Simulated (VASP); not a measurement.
# CuAu (P4/mmm) in VASP: notebook, part 2 of 2

VASP 6.6.1. The steps go on from the part before.

**4. Single point, PBE (strain -0.0200 x Voigt [1, 1, 0, 0, 0, 0])**

Input file INCAR:

```
ALGO = Fast
EDIFF = 1E-6
ENCUT = 520
GGA = PE
ISIF = 2
ISMEAR = 0
LASPH = T
LCHARG = T
LELF = T
LREAL = F
LVHAR = T
LWAVE = F
NBANDS = 18
NELM = 80
PREC = Accurate
SIGMA = 0.15
```

Input file KPOINTS:

```
k-points
0
Gamma
  18 18 14
```

Input file POSCAR:

```
CuAu
1.0
    2.7440000000      0.0000000000      0.0000000000
    0.0000000000      2.7440000000      0.0000000000
    0.0000000000      0.0000000000      3.6700000000
Cu Au
1 1
Direct
    0.5000000000      0.5000000000      0.5000000000
    0.0000000000      0.0000000000      0.0000000000
```

Potentials or basis: VASP PAW PBE potentials, release 64 (Cu, Au).

Launch:

```sh
$ cat potpaw_PBE.64/Cu/POTCAR potpaw_PBE.64/Au/POTCAR > POTCAR
$ mpirun -np 1 vasp_std > vasp.out
```

OUTCAR:

```text
EDIFF = 1E-6
   ENCUT = 520
   GGA = PE
   ISIF = 2
   ISMEAR = 0
   LASPH = T
   LREAL = F
   NELM = 80
   PREC = Accurate

 ion  position               nearest neighbor table
   1  0.500  0.500  0.500-   2 2.67   2 2.67   2 2.67   2 2.67   2 2.67   2 2.67   2 2.67   2 2.67

   2  0.000  0.000  0.000-   1 2.67   1 2.67   1 2.67   1 2.67   1 2.67   1 2.67   1 2.67   1 2.67

  LATTYP: Found a simple tetragonal cell.
 ALAT       =     2.7440000000
 C/A-ratio  =     1.3374635569

  Lattice vectors:

 A1 = (   2.7440000000,   0.0000000000,   0.0000000000)
[... 192 lines left out ...]
      6       6.4830      2.00000
[... 481 lines left out ...]
      5       5.3026      2.00000
      6       5.5001      2.00000
[... 10 lines left out ...]
     17      24.3125      0.00000
     18      27.6079      0.00000

 [... further k-points ...]
[... 5 lines left out ...]
  --------------------------------------------------------------------------------------
  -------------------------------------------------------------------------------------
  Total        2.6376461      2.6376461      2.2504576      0.0000000      0.0000000     -0.0000000
  in kB      152.9300495    152.9300495    130.4809579      0.0000000      0.0000000     -0.0000000
  external PRESSURE =     145.4470190 kB  Pullay stress =       0.0000000 kB

 VOLUME and BASIS-vectors are now :
 -----------------------------------------------------------------------------
  energy-cutoff  :      520.00
  volume of cell :       27.63
      direct lattice vectors                 reciprocal lattice vectors
     2.744000000  0.000000000  0.000000000     0.364431487  0.000000000  0.000000000
     0.000000000  2.744000000  0.000000000     0.000000000  0.364431487  0.000000000
     0.000000000  0.000000000  3.670000000     0.000000000  0.000000000  0.272479564

 POSITION                                       TOTAL-FORCE (eV/Angst)
 -----------------------------------------------------------------------------------
      1.37200      1.37200      1.83500         0.000000      0.000000      0.000000
      0.00000      0.00000      0.00000         0.000000      0.000000      0.000000
 -----------------------------------------------------------------------------------
    total drift:                               -0.000000      0.000000      0.000000

  FREE ENERGIE OF THE ION-ELECTRON SYSTEM (eV)
  ---------------------------------------------------
  free  energy   TOTEN  =        -6.9612495904 eV

  energy  without entropy=       -6.9546128138  energy(sigma->0) =       -6.95793120
```

stdout:

```text
POSCAR found type information on POSCAR CuAu
 POSCAR found :  2 types and       2 ions
 scaLAPACK will be used
 LDA part: xc-table for (Slater+PW92), standard interpolation
 POSCAR, INCAR and KPOINTS ok, starting setup
 FFT: planning ... GRIDC
 FFT: planning ... GRID_SOFT
 FFT: planning ... GRID
 WAVECAR not read
 entering main loop
WARNING in EDDRMM: call to ZHEGV failed, returncode =   6  3     17
WARNING in EDDRMM: call to ZHEGV failed, returncode =   8  4     17
WARNING in EDDRMM: call to ZHEGV failed, returncode =   6  3     17
WARNING in EDDRMM: call to ZHEGV failed, returncode =   8  4     17
```

It took 77 s on 1 thread of Intel Xeon 6975P-C (Granite Rapids), shared host; peak memory 0.33 GiB.

Results:

- Free energy: -6.9612 eV
- Pressure: 14.5 GPa
- Band gap on the k mesh: zero (band 11 reaches 15.19 eV, above the bottom of band 12 at 7.48 eV)

Levels at points of the mesh, in eV from the Fermi level:
| k point | band 7 | band 8 | band 9 | band 10 | band 11 | band 12 | band 13 | band 14 | band 15 | band 16 |
| --- | --- | --- | --- | --- | --- | --- | --- | --- | --- | --- |
| (0.00, 0.00, 0.00) | -3.08 | -2.32 | -1.79 | -1.54 | -1.54 | 1.71 | 8.10 | 10.47 | 10.47 | 17.35 |
| (0.50, 0.00, 0.00) | -3.30 | -3.21 | -2.56 | -2.34 | -0.88 | 0.03 | 9.35 | 9.53 | 11.48 | 11.63 |
| (0.50, 0.50, 0.00) | -1.72 | -1.59 | -1.47 | -1.47 | 0.63 | 0.63 | 5.68 | 7.39 | 10.04 | 11.66 |
| (0.00, 0.00, 0.50) | -3.47 | -2.81 | -2.58 | -2.48 | -2.48 | -2.09 | 14.68 | 15.07 | 15.07 | 15.24 |
| (0.50, 0.00, 0.50) | -1.88 | -1.81 | -1.71 | -1.65 | -1.30 | -1.29 | 2.93 | 4.61 | 16.07 | 16.50 |
| (0.50, 0.50, 0.50) | -3.38 | -2.32 | -1.71 | -1.59 | 5.62 | 5.62 | 5.66 | 6.78 | 7.13 | 7.15 |

Caveat: the cell differs from its parent crystal (strain -0.0200 x Voigt [1, 1, 0, 0, 0, 0]); spin-orbit coupling is left out, which moves the levels of the heavy elements.

**5. Single point, PBE (strain -0.0100 x Voigt [1, 1, 0, 0, 0, 0])**

Changes to INCAR since step 4:

```diff
@@ -7,6 +7,4 @@
 LASPH = T
-LCHARG = T
-LELF = T
+LCHARG = F
 LREAL = F
-LVHAR = T
 LWAVE = F
```

KPOINTS is that of step 4.

Input file POSCAR:

```
CuAu
1.0
    2.7720000000      0.0000000000      0.0000000000
    0.0000000000      2.7720000000      0.0000000000
    0.0000000000      0.0000000000      3.6700000000
Cu Au
1 1
Direct
    0.5000000000      0.5000000000      0.5000000000
    0.0000000000      0.0000000000      0.0000000000
```

Launch:

```sh
$ cat potpaw_PBE.64/Cu/POTCAR potpaw_PBE.64/Au/POTCAR > POTCAR
$ mpirun -np 1 vasp_std > vasp.out
```

Wall time 76 s (1 thread of Intel Xeon 6975P-C (Granite Rapids), shared host); peak memory 0.34 GiB.

Results (log left out):

* Free energy: -7.0084 eV
* Pressure: 10.7 GPa
* Band gap on the k mesh: zero (band 11 reaches 14.77 eV, above the bottom of band 12 at 7.19 eV)

Stress tensor (GPa, compression positive):
```
11.19  0.00  0.00
 0.00 11.19  0.00
 0.00  0.00  9.65
```

Levels at points of the mesh, in eV from the Fermi level:
```csv
k point,band 8,band 9,band 10,band 11,band 12,band 13,band 14,band 15
"(0.00, 0.00, 0.00)",-2.25,-1.76,-1.52,-1.52,1.90,8.12,10.26,10.26
"(0.50, 0.00, 0.00)",-3.12,-2.51,-2.29,-0.88,-0.06,9.40,9.54,11.45
"(0.50, 0.50, 0.00)",-1.63,-1.43,-1.43,0.62,0.62,5.44,7.16,10.08
"(0.00, 0.00, 0.50)",-2.80,-2.49,-2.43,-2.43,-2.06,14.53,14.86,14.86
"(0.50, 0.00, 0.50)",-1.79,-1.67,-1.62,-1.20,-1.19,2.82,4.53,15.99
"(0.50, 0.50, 0.50)",-2.25,-1.70,-1.63,5.53,5.57,5.57,6.51,7.02
```

Caveat: the cell differs from its parent crystal (strain -0.0100 x Voigt [1, 1, 0, 0, 0, 0]); spin-orbit coupling is left out, which moves the levels of the heavy elements.

**6. Single point, PBE (strain +0.0100 x Voigt [1, 1, 0, 0, 0, 0])**

Input file INCAR:

```
  PREC = Accurate
  ENCUT = 520
  EDIFF = 1E-7
  ISMEAR = 0
  SIGMA = 0.15
  LREAL = F
  LASPH = T
  NELM = 80
  ALGO = Fast
  ISIF = 2
  LWAVE = F
  LCHARG = F
  GGA = PE
  NBANDS = 18
```

Input file KPOINTS:

```
Automatic mesh
0
Gamma
  18 18 14
```

Input file POSCAR:

```
CuAu
1.0
    2.8280000000      0.0000000000      0.0000000000
    0.0000000000      2.8280000000      0.0000000000
    0.0000000000      0.0000000000      3.6700000000
Cu Au
1 1
Direct
    0.5000000000      0.5000000000      0.5000000000
    0.0000000000      0.0000000000      0.0000000000
```

Potentials or basis: VASP PAW PBE potentials, release 64 (Cu, Au).

Launch:

```sh
$ cat potpaw_PBE.64/Cu/POTCAR potpaw_PBE.64/Au/POTCAR > POTCAR
$ mpirun -np 1 vasp_std > vasp.out
```

It took 83 s on 1 thread of Intel Xeon 6975P-C (Granite Rapids), shared host; peak memory 0.35 GiB.

Results (log left out):

```yaml
Free_energy: -7.0607 eV
Pressure: 3.5 GPa
Band_gap_on_the_k_mesh: zero (band 11 reaches 13.90 eV, above the bottom of band 12 at 6.63 eV)
```

Stress tensor (GPa, compression positive):
```
3.71 0.00 0.00
0.00 3.71 0.00
0.00 0.00 3.04
```

Levels at points of the mesh, in eV from the Fermi level:
```
           k point  band 8  band 9  band 10  band 11  band 12  band 13  band 14  band 15
(0.00, 0.00, 0.00)   -2.13   -1.71    -1.49    -1.49     2.24     8.12     9.85     9.85
(0.50, 0.00, 0.00)   -2.95   -2.41    -2.20    -0.91    -0.23     9.49     9.54    11.36
(0.50, 0.50, 0.00)   -1.67   -1.38    -1.38     0.61     0.61     4.97     6.71    10.13
(0.00, 0.00, 0.50)   -2.78   -2.34    -2.34    -2.33    -2.00    14.23    14.44    14.44
(0.50, 0.00, 0.50)   -1.75   -1.60    -1.56    -1.02    -1.02     2.60     4.35    15.78
(0.50, 0.50, 0.50)   -2.14   -1.71    -1.66     5.27     5.46     5.46     6.00     6.81
```

Caveat: the cell differs from its parent crystal (strain +0.0100 x Voigt [1, 1, 0, 0, 0, 0]); spin-orbit coupling is left out, which moves the levels of the heavy elements.

**7. Summary**

| cell | further INCAR settings | gap on the mesh (eV) | pressure (GPa) |
| --- | --- | --- | --- |
| a = 2.688, b = 2.688, c = 3.670 Å, 2 atoms | ALGO = Fast; EDIFF = 1e-06; NBANDS = 18 | none | 25.3 |
| a = 2.716, b = 2.716, c = 3.670 Å, 2 atoms | ALGO = Fast; EDIFF = 1e-07; NBANDS = 18 | none | 19.3 |
| a = 2.744, b = 2.744, c = 3.670 Å, 2 atoms | ALGO = Fast; EDIFF = 1e-06; NBANDS = 18 | none | 14.5 |
| a = 2.772, b = 2.772, c = 3.670 Å, 2 atoms | ALGO = Fast; EDIFF = 1e-06; NBANDS = 18 | none | 10.7 |
| a = 2.828, b = 2.828, c = 3.670 Å, 2 atoms | ALGO = Fast; EDIFF = 1e-07; NBANDS = 18 | none | 3.5 |

Alike in all rows: task single point; level PBE; potentials or basis VASP PAW PBE potentials, release 64 (Cu, Au); no spin polarisation; k mesh 18 × 18 × 14; cutoff (eV) 520; smearing gaussian 0.15 eV.

Caveats: spin-orbit coupling is left out, which moves the levels of the heavy elements.

Absolute energies hang on the potentials; compare differences alone.
